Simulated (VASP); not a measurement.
# HCl in VASP: notebook

HCl is run at these levels: PBE+D3(BJ); tasks: single point.

All numbers are computed with VASP 6.6.1; they aren't measurements. Logs are shortened: lines on timing, memory, paths and dates and some standing lists are left out, and cuts for length are marked.

## Step 1: The cell of the first run

The cell holds a disordered packing, 20 atoms: a = 7.990 Å, b = 7.990 Å, c = 7.990 Å, α = 90.00°, β = 90.00°, γ = 90.00°.

## Step 2: Single point, PBE+D3(BJ)

The input, INCAR:

```
  ALGO = Normal
  EDIFF = 1E-7
  ENCUT = 520
  GGA = PE
  ISIF = 2
  ISMEAR = -1
  IVDW = 12
  LASPH = True
  LCHARG = False
  LREAL = Auto
  LWAVE = False
  NBANDS = 56
  NELM = 80
  PREC = Accurate
  SIGMA = 0.02
```

The input, KPOINTS:

```
k-points
0
Gamma
  1 1 1
```

The input, POSCAR:

```
HCl
1.0
    7.9895700000      0.0000000000      0.0000000000
    0.0000000000      7.9895700000      0.0000000000
    0.0000000000      0.0000000000      7.9895700000
Cl H
10 10
Direct
    0.5857386568      0.5333828980      0.9176088325
    0.0601033598      0.3528350086      0.9648329009
    0.1931643380      0.7339944453      0.6940423577
    0.4028001507      0.5195148174      0.3702577235
    0.8253886004      0.9003237972      0.8186047560
    0.8199314857      0.7034170800      0.2477980667
    0.6322743277      0.1741645671      0.1530745710
    0.7999178930      0.3922363782      0.5901694334
    0.0705544854      0.1119084006      0.3743255269
    0.3843010325      0.1056752741      0.6631771172
    0.5170866517      0.4298479142      1.0236721125
   -0.0178357534      0.4424393303      0.8550898234
    0.2782878177      0.6876214865      0.5649615686
    0.5687414967      0.5389401432      0.3783682977
    0.9203248736      0.9643823134      0.7113399094
    0.7474870362      0.6521752735      0.1060757963
    0.7593149569      0.1613228246      0.0605539472
    0.8869563694      0.2808035977      0.4938688816
    0.1920629020      0.1514975149      0.4726412060
    0.3153736684     -0.0421674758      0.6999625762
```

Potentials or basis: VASP PAW PBE potentials, release 64 (Cl, H).

Command:

```console
cat potpaw_PBE.64/Cl/POTCAR potpaw_PBE.64/H/POTCAR > POTCAR
mpirun -np 1 vasp_gam > vasp.out
```

OUTCAR:

```text
EDIFF = 1E-7
   ENCUT = 520
   GGA = PE
   ISIF = 2
   ISMEAR = -1
   IVDW = 12
   LASPH = True
   LREAL = Auto
   NELM = 80
   PREC = Accurate
 IVDW          = 12

 ion  position               nearest neighbor table
   1  0.586  0.533  0.918-  11 1.31
   2  0.060  0.353  0.965-  12 1.29
   3  0.193  0.734  0.694-  13 1.29
   4  0.403  0.520  0.370-  14 1.34
   5  0.825  0.900  0.819-  15 1.25
   6  0.820  0.703  0.248-  16 1.34
   7  0.632  0.174  0.153-  17 1.26
   8  0.800  0.392  0.590-  18 1.37
   9  0.071  0.112  0.374-  19 1.29
  10  0.384  0.106  0.663-  20 1.34
  11  0.517  0.430  0.024-   1 1.31
  12  0.982  0.442  0.855-   2 1.29
  13  0.278  0.688  0.565-   3 1.29
  14  0.569  0.539  0.378-   4 1.34
  15  0.920  0.964  0.711-   5 1.25
  16  0.747  0.652  0.106-   6 1.34
  17  0.759  0.161  0.061-   7 1.26
  18  0.887  0.281  0.494-   8 1.37
  19  0.192  0.151  0.473-   9 1.29
  20  0.315  0.958  0.700-  10 1.34

  LATTYP: Found a simple cubic cell.
 ALAT       =     7.9895700000

  Lattice vectors:

 A1 = (   7.9895700000,   0.0000000000,   0.0000000000)
 A2 = (   0.0000000000,   7.9895700000,   0.0000000000)
 A3 = (   0.0000000000,   0.0000000000,   7.9895700000)

Analysis of symmetry for initial positions (statically):
=====================================================================
 Subroutine PRICEL returns:
 Original cell was already a primitive cell.

 Routine SETGRP: Setting up the symmetry group for a
 simple cubic supercell.

 Subroutine GETGRP returns: Found  1 space group operations
 (whereof  1 operations were pure point group operations)
 out of a pool of 48 trial point group operations.

The static configuration has the point symmetry C_1 .

Analysis of symmetry for dynamics (positions and initial velocities):
=====================================================================
 Subroutine PRICEL returns:
 Original cell was already a primitive cell.

 Routine SETGRP: Setting up the symmetry group for a
 simple cubic supercell.

 Subroutine GETGRP returns: Found  1 space group operations
 (whereof  1 operations were pure point group operations)
 out of a pool of 48 trial point group operations.

The dynamic configuration has the point symmetry C_1 .

 Subroutine INISYM returns: Found  1 space group operations
 (whereof  1 operations are pure point group operations),
 and found     1 'primitive' translations

----------------------------------------------------------------------------------------

                                     Primitive cell

  volume of cell :     510.0000

  direct lattice vectors                    reciprocal lattice vectors
     7.989570000  0.000000000  0.000000000     0.125163181  0.000000000  0.000000000
     0.000000000  7.989570000  0.000000000     0.000000000  0.125163181  0.000000000
     0.000000000  0.000000000  7.989570000     0.000000000  0.000000000  0.125163181

  length of vectors
     7.989570000  7.989570000  7.989570000     0.125163181  0.125163181  0.125163181

  position of ions in fractional coordinates (direct lattice)
     0.585738657  0.533382898  0.917608833
     0.060103360  0.352835009  0.964832901
     0.193164338  0.733994445  0.694042358
     0.402800151  0.519514817  0.370257724
     0.825388600  0.900323797  0.818604756
     0.819931486  0.703417080  0.247798067
     0.632274328  0.174164567  0.153074571
     0.799917893  0.392236378  0.590169433
     0.070554485  0.111908401  0.374325527
     0.384301032  0.105675274  0.663177117
     0.517086652  0.429847914  0.023672113
     0.982164247  0.442439330  0.855089823
     0.278287818  0.687621486  0.564961569
     0.568741497  0.538940143  0.378368298
     0.920324874  0.964382313  0.711339909
     0.747487036  0.652175273  0.106075796
     0.759314957  0.161322825  0.060553947
     0.886956369  0.280803598  0.493868882
     0.192062902  0.151497515  0.472641206
     0.315373668  0.957832524  0.699962576

  ion indices of the primitive-cell ions
   primitive index   ion index
                 1           1
                 2           2
                 3           3
                 4           4
                 5           5
                 6           6
                 7           7
                 8           8
                 9           9
                10          10
                11          11
                12          12
                13          13
                14          14
                15          15
                16          16
                17          17
                18          18
                19          19
                20          20

----------------------------------------------------------------------------------------

 KPOINTS: k-points

Automatic generation of k-mesh.
 Grid dimensions read from file:
 generate k-points for:    1    1    1

 Generating k-lattice:

  Cartesian coordinates                     Fractional coordinates (reciprocal lattice)
[... 72 lines left out ...]
   NGX = 29   NGY = 29   NGZ = 29

 number of electron      79.9999998 magnetization

 Free energy of the ion-electron system (eV)
  ---------------------------------------------------
  ext. energy  EPLUGINS =         0.00000000
  ---------------------------------------------------
  free energy    TOTEN  =       -61.67015716 eV

  energy without entropy =      -61.67015716  energy(sigma->0) =      -61.67015716

 E-fermi :  -3.0779     XC(G=0):  -6.0791

 val. band max:       -3.6148391241   @ k =   0.0000   0.0000   0.0000
 cond. band min:       1.8385538585   @ k =   0.0000   0.0000   0.0000
 fundamental gap:      5.4533929826
 Fermi energy:        -3.0778710525

 k-point     1 :       0.0000    0.0000    0.0000
  band No.  band energies     occupation
      1     -17.9632      2.00000
      2     -17.6821      2.00000
      3     -17.6526      2.00000
      4     -17.5175      2.00000
      5     -17.4308      2.00000
      6     -17.3775      2.00000
      7     -17.1130      2.00000
      8     -17.0198      2.00000
      9     -16.8715      2.00000
     10     -16.8376      2.00000
     11      -8.6300      2.00000
     12      -8.3767      2.00000
     13      -8.2989      2.00000
     14      -7.9766      2.00000
     15      -7.8966      2.00000
     16      -7.8839      2.00000
     17      -7.7961      2.00000
     18      -7.6916      2.00000
     19      -7.5914      2.00000
     20      -7.3762      2.00000
     21      -4.9667      2.00000
     22      -4.7967      2.00000
     23      -4.7752      2.00000
     24      -4.7529      2.00000
     25      -4.6067      2.00000
     26      -4.5263      2.00000
     27      -4.5002      2.00000
     28      -4.4351      2.00000
     29      -4.3494      2.00000
     30      -4.2659      2.00000
     31      -4.2559      2.00000
     32      -4.1637      2.00000
     33      -4.1087      2.00000
     34      -4.0608      2.00000
     35      -3.9783      2.00000
     36      -3.9128      2.00000
     37      -3.8576      2.00000
     38      -3.8217      2.00000
     39      -3.6728      2.00000
     40      -3.6148      2.00000
     41       1.8386      0.00000
     42       3.0338      0.00000
     43       3.2534      0.00000
     44       3.3795      0.00000
     45       3.5346      0.00000
     46       3.6754      0.00000
     47       3.7488      0.00000
     48       3.9024      0.00000
     49       3.9720      0.00000
     50       4.0933      0.00000
     51       4.8119      0.00000
     52       4.9858      0.00000
 [bands above 52 left out]

------------------------ aborting loop because EDIFF is reached ----------------------------------------

 Edisp (eV)   -1.24834

 E8    (eV) :    -0.3721

  FORCE on cell =-STRESS in cart. coord.  units (eV):
  Direction    XX          YY          ZZ          XY          YZ          ZX
  --------------------------------------------------------------------------------------
  -------------------------------------------------------------------------------------
  Total      -0.05907    -0.67106     0.86318     0.12627    -0.90805    -0.71551
  in kB      -0.18556    -2.10815     2.71169     0.39669    -2.85266    -2.24778
  external pressure =        0.14 kB  Pullay stress =        0.00 kB

 VOLUME and BASIS-vectors are now :
 -----------------------------------------------------------------------------
  energy-cutoff  :      520.00
  volume of cell :      510.00
      direct lattice vectors                 reciprocal lattice vectors
     7.989570000  0.000000000  0.000000000     0.125163181  0.000000000  0.000000000
     0.000000000  7.989570000  0.000000000     0.000000000  0.125163181  0.000000000
     0.000000000  0.000000000  7.989570000     0.000000000  0.000000000  0.125163181

 POSITION                                       TOTAL-FORCE (eV/Angst)
 -----------------------------------------------------------------------------------
      4.67980      4.26150      7.33130        -0.255337      0.086146      0.076662
      0.48020      2.81900      7.70860         0.003618     -0.016917      0.085202
      1.54330      5.86430      5.54510        -0.261566     -0.058815      0.348412
      3.21820      4.15070      2.95820         0.829554      0.072860     -0.041670
      6.59450      7.19320      6.54030        -0.723746     -0.329387      0.771963
      6.55090      5.62000      1.97980        -0.314797     -0.203985     -0.570149
      5.05160      1.39150      1.22300        -0.824963     -0.051925      0.745746
      6.39100      3.13380      4.71520         0.637466     -0.920645     -0.777378
      0.56370      0.89410      2.99070        -0.639423     -0.106826     -0.450231
      3.07040      0.84430      5.29850         0.015616     -0.173411      0.172594
      4.13130      3.43430      0.18913         0.210628      0.099878     -0.184740
      7.84707      3.53490      6.83180         0.007551     -0.104355     -0.057803
      2.22340      5.49380      4.51380         0.282497     -0.216780     -0.326504
      4.54400      4.30590      3.02300        -0.839719     -0.035986      0.014789
      7.35300      7.70500      5.68330         0.622869      0.443489     -0.792983
      5.97210      5.21060      0.84750         0.280378      0.177624      0.665444
      6.06660      1.28890      0.48380         0.790248     -0.046719     -0.644555
      7.08640      2.24350      3.94580        -0.550808      0.885791      0.684746
      1.53450      1.21040      3.77620         0.529109      0.038315      0.455124
      2.51970      7.65267      5.59240         0.200827      0.461645     -0.174669
 -----------------------------------------------------------------------------------
    total drift:                               -0.000758     -0.003446     -0.000124

  FREE ENERGIE OF THE ION-ELECTRON SYSTEM (eV)
  ---------------------------------------------------
  free  energy   TOTEN  =       -62.9184958466 eV

  energy  without entropy=      -62.9184958466  energy(sigma->0) =      -62.91849585
```

Run time: 31 s. Hardware: 1 thread of Intel Xeon 6975P-C (Granite Rapids), shared host; peak memory 0.42 GiB.

Results:

* Free energy: -62.9185 eV
* Pressure: 0.0 GPa
* Largest force: 1.363 eV/Å
* Dispersion energy per atom: -0.062 eV

Forces on the atoms (eV/Å):
```
Cl  -0.255  0.086  0.077
Cl   0.004 -0.017  0.085
Cl  -0.262 -0.059  0.348
Cl   0.830  0.073 -0.042
Cl  -0.724 -0.329  0.772
Cl  -0.315 -0.204 -0.570
Cl  -0.825 -0.052  0.746
Cl   0.637 -0.921 -0.777
Cl  -0.639 -0.107 -0.450
Cl   0.016 -0.173  0.173
H    0.211  0.100 -0.185
H    0.008 -0.104 -0.058
H    0.282 -0.217 -0.327
H   -0.840 -0.036  0.015
H    0.623  0.443 -0.793
H    0.280  0.178  0.665
H    0.790 -0.047 -0.645
H   -0.551  0.886  0.685
H    0.529  0.038  0.455
H    0.201  0.462 -0.175
```

Caveat: the k points lie up to 0.79 Å⁻¹ apart.

## Step 3: Single point, PBE+D3(BJ)

The input, INCAR:

```
SYSTEM = HCl
PREC = Accurate
ENCUT = 520
EDIFF = 1E-6
ISMEAR = -1
SIGMA = 0.02
LREAL = Auto
LASPH = .TRUE.
NELM = 80
ALGO = Normal
ISIF = 2
LWAVE = .FALSE.
LCHARG = .FALSE.
GGA = PE
IVDW = 12
NBANDS = 56
```

The input, KPOINTS:

```
regular mesh
0
G
  1 1 1
  0 0 0
```

The input, POSCAR:

```
HCl
1.0
    7.9895700000      0.0000000000      0.0000000000
    0.0000000000      7.9895700000      0.0000000000
    0.0000000000      0.0000000000      7.9895700000
Cl H
10 10
Direct
    0.5888301874      0.5361740369      0.9149553731
    0.0355588599      0.3564397083      0.9745205311
    0.1863304283      0.7368731984      0.7148569948
    0.3818102852      0.4991257352      0.3735870641
    0.8040232453      0.8897099594      0.8174031894
    0.8274162439      0.7039427654      0.2472723814
    0.6228996054      0.1767429286      0.1499329751
    0.8025087708      0.3903589305      0.5880416593
    0.0751104252      0.1107944483      0.3707708926
    0.3782931998      0.1080784072      0.6634524762
    0.5990309866      0.3887568417      0.9941586343
    0.0358342189      0.3950900987      0.8204947200
    0.2928568121      0.6720511867      0.6013715381
    0.5258981397      0.5743488073      0.3999714628
    0.8568421079      1.0324085026      0.7461352739
    0.7380372160      0.6193199384      0.1277165104
    0.6858817183      0.0397017612      0.0862249157
    0.8825255927      0.3240474769      0.4634041632
    0.1992097197      0.0932966355      0.4706636277
    0.3310440987     -0.0464730893      0.7002880005
```

Potentials or basis: VASP PAW PBE potentials, release 64 (Cl, H).

Command:

```console
cat potpaw_PBE.64/Cl/POTCAR potpaw_PBE.64/H/POTCAR > POTCAR
mpirun -np 1 vasp_gam > vasp.out
```

Wall time 38 s (1 thread of Intel Xeon 6975P-C (Granite Rapids), shared host); peak memory 0.45 GiB.

It converged, with:

| Property | Result |
| --- | --- |
| Free energy | -62.8622 eV |
| Pressure | -0.5 GPa |
| Largest force | 1.421 eV/Å |
| Dispersion energy per atom | -0.062 eV |

Forces in eV/Å, atoms in the order of the input:
```
Cl  -0.041 -0.501  0.421
Cl   0.119 -0.250  0.656
Cl   0.788 -0.563 -0.755
Cl   0.526  0.439  0.209
Cl   0.386  1.263 -0.525
Cl  -0.825 -0.667 -0.858
Cl   0.012 -0.420  0.188
Cl  -0.015 -0.046 -0.043
Cl  -0.792 -0.033 -0.792
Cl   0.226 -0.138  0.127
H   -0.025  0.459 -0.445
H   -0.069  0.186 -0.611
H   -0.797  0.236  0.647
H   -0.412 -0.334 -0.160
H   -0.472 -1.087  0.552
H    0.752  0.781  0.824
H   -0.028  0.328 -0.078
H    0.066 -0.038  0.049
H    0.635  0.083  0.580
H   -0.031  0.302  0.015
```

Stress tensor (GPa, compression positive):
```
-0.39 -0.30  0.20
-0.30 -0.99 -0.18
 0.20 -0.18 -0.17
```

Levels at points of the mesh, in eV from the Fermi level:
```tsv
k point	band 38	band 39	band 40	band 41	band 42	band 43
(0.00, 0.00, 0.00)	-0.66	-0.56	-0.49	4.83	5.91	5.97
```

Caveat: the k points lie up to 0.79 Å⁻¹ apart.

## Step 4: Single point, PBE+D3(BJ)

The input, INCAR:

```
SYSTEM = HCl
  ALGO = Normal
  EDIFF = 1E-7
  ENCUT = 520
  GGA = PE
  ISIF = 2
  ISMEAR = -1
  IVDW = 12
  LASPH = .TRUE.
  LCHARG = .FALSE.
  LREAL = Auto
  LWAVE = .FALSE.
  NBANDS = 56
  NELM = 100
  PREC = Accurate
  SIGMA = 0.02
```

The input, KPOINTS:

```
k-points
0
G
  1 1 1
  0 0 0
```

The input, POSCAR:

```
HCl
1.0
    7.9895700000      0.0000000000      0.0000000000
    0.0000000000      7.9895700000      0.0000000000
    0.0000000000      0.0000000000      7.9895700000
Cl H
10 10
Direct
    0.5883420509      0.5468754889      0.9252312703
    0.0354086640      0.3359004302      0.9849591405
    0.1500706546      0.6997497988      0.6848178312
    0.3974556828      0.5042449093      0.3512204036
    0.8168900204      0.9102367211      0.8264650037
    0.8215836397      0.6857064898      0.2625673221
    0.6176803007      0.1794965186      0.1685697728
    0.8029969072      0.4000966260      0.5879915940
    0.0885404346      0.1081785378      0.3532981124
    0.3849769137      0.1341373816      0.6696856026
    0.5421443207      0.4586604786      1.0556387891
   -0.0815563291      0.4122124219      0.8979957620
    0.2548572702      0.6330878883      0.5872656476
    0.5469005216      0.5012910582      0.4120747424
    0.8517479664      0.9466216580      0.6755807885
    0.7942605171      0.6610493431      0.1068643244
    0.7489514454      0.1174280969      0.0968512698
    0.8815368036      0.3641998255      0.4537665982
    0.2197364814      0.1451267089      0.4366067260
    0.3475781550     -0.0202013375      0.6867954095
```

Command:

```console
cat potpaw_PBE.64/Cl/POTCAR potpaw_PBE.64/H/POTCAR > POTCAR
mpirun -np 1 vasp_gam > vasp.out
```

Wall time 42 s (1 thread of Intel Xeon 6975P-C (Granite Rapids), shared host); peak memory 0.45 GiB.

It converged, with:

- Free energy: -62.8278 eV
- Pressure: 0.5 GPa
- Largest force: 1.067 eV/Å
- Dispersion energy per atom: -0.063 eV

Forces in eV/Å, atoms in the order of the input:
```
Cl  -0.170 -0.097  0.146
Cl  -0.504  0.303 -0.305
Cl  -0.493  0.549  0.635
Cl  -0.254  0.021 -0.023
Cl  -0.196 -0.091  0.477
Cl   0.280  0.255  0.510
Cl   0.060 -0.236  0.131
Cl  -0.470  0.055  0.340
Cl  -0.642 -0.182 -0.432
Cl   0.252  0.459  0.004
H    0.134  0.144 -0.390
H    0.539 -0.342  0.303
H    0.657 -0.487 -0.685
H    0.233 -0.032  0.114
H    0.157  0.195 -0.497
H   -0.181 -0.110 -0.429
H   -0.068  0.134 -0.052
H    0.336 -0.165 -0.395
H    0.530  0.124  0.466
H   -0.200 -0.496  0.083
```

Stress tensor (GPa, compression positive):
```
 0.33  0.05 -0.10
 0.05  0.30  0.20
-0.10  0.20  0.86
```

Levels at points of the mesh, in eV from the Fermi level:
| k point | band 36 | band 37 | band 38 | band 39 | band 40 | band 41 | band 42 | band 43 | band 44 | band 45 |
| --- | --- | --- | --- | --- | --- | --- | --- | --- | --- | --- |
| (0.00, 0.00, 0.00) | -0.92 | -0.85 | -0.77 | -0.63 | -0.52 | 4.83 | 6.03 | 6.13 | 6.34 | 6.49 |

Caveat: the k points lie up to 0.79 Å⁻¹ apart; the atoms stand as in a frame of molecular dynamics.

## Step 5: Summary

| cell | pressure (GPa) | largest force (eV/Å) |
| --- | --- | --- |
| as given, atomic positions A | 0.0 | 1.36 |
| as given, atomic positions B | -0.5 | 1.42 |
| as given, atomic positions C | 0.5 | 1.07 |

Alike in all rows: task single point; level PBE+D3(BJ); potentials or basis VASP PAW PBE potentials, release 64 (Cl, H); no spin polarisation; k mesh 1 × 1 × 1; cutoff (eV) 520; smearing fermi-dirac 0.02 eV.

Caveats: all runs use coarse meshes; the atoms stand as in a frame of molecular dynamics (at least some runs).

Total energies depend on the potentials used, so only differences within one code and one set of settings carry meaning.
